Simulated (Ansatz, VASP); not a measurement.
# Two plane-wave programs on CsH

The input POSCAR:

```
CsH
1.0
    0.0478688163      3.1912544200      3.1912544200
    3.1912544200      0.0478688163      3.1912544200
    3.2391232363      3.2391232363      0.0000000000
Cs H
1 1
Direct
    0.0000000000      0.0000000000      0.0000000000
    0.5000000000      0.5000000000      0.5000000000
```

File INCAR.step1:

```
SYSTEM = CsH
ALGO = Normal
EDIFF = 1E-4
ENCUT = 520
GGA = PE
ISMEAR = -1
LASPH = .True.
LCHARG = .False.
LREAL = .False.
LWAVE = .True.
NBANDS = 12
NELM = 80
PREC = Accurate
SIGMA = 0.02
```

The input INCAR.step2:

```
SYSTEM = CsH
ALGO = Normal
EDIFF = 1E-8
ENCUT = 520
ISIF = 2
ISMEAR = -1
ISTART = 1
LASPH = .True.
LCHARG = .False.
LEFG = .True.
LMIXTAU = .True.
LREAL = .False.
LWAVE = .False.
METAGGA = R2SCAN
NBANDS = 12
NELM = 80
PREC = Accurate
SIGMA = 0.02
```

KPOINTS

```
k-points
0
Gamma
  7 7 7
  0 0 0
```

Input for Ansatz:

```yaml
crystal:
  lattice:
    - [0.0478688163, 3.19125442, 3.19125442]
    - [3.19125442, 0.0478688163, 3.19125442]
    - [3.2391232363, 3.2391232363, 0.0]
  atoms:
    - { symbol: Cs, position: [0.0, 0.0, 0.0] }
    - { symbol: H, position: [0.5, 0.5, 0.5] }
kpoints:
  mp_grid: { grid: [7, 7, 7] }
scf:
  occupations: { method: fermi_dirac, width: 0.02 }
hamiltonian:
  xc: r2scan
  pseudopotentials: { kind: paw }
output:
  forces: true
  stress: true
  eigenvalues: true
  efg: { contact_densities: true }
```

Change from the starting cell: xy shear strain of +3 %, PAW files.

Alike in both runs: task electric field gradients; functional r2SCAN; k mesh 7 × 7 × 7; occupations fermi-dirac, width 0.02 eV; no spin polarisation.

|  | VASP | Ansatz |
| --- | --- | --- |
| version | VASP 6.6.1 | Ansatz 0.2.0 |
| potentials or method | VASP PAW PBE potentials, release 64 (Cs_sv, H) | PAW with Ansatz's default frozen-core files, scalar-relativistic |
| plane-wave cutoff (eV) | 520 | 500 |
| valence electrons in the cell | 10 | 10 |

VASP gave:

* gap on the k mesh at the Fermi level (eV): 2.89
* pressure (GPa): 0.0
* traceless stress, the component that is largest in VASP (GPa): -0.14
* size of Vzz on the site where it differs most (V/Å²): 10.7

Problem. Estimate Ansatz's values.

Solution. gap on the k mesh at the Fermi level (eV): 2.90; pressure (GPa): 0.0; traceless stress, the component that is largest in VASP (GPa): -0.14; size of Vzz on the site where it differs most (V/Å²): 11.0.

VASP's potentials were made for PBE, not for r2SCAN. The functional is the same, so the differences come from potentials, cutoffs and numerics.

Neither program's run includes spin-orbit coupling.
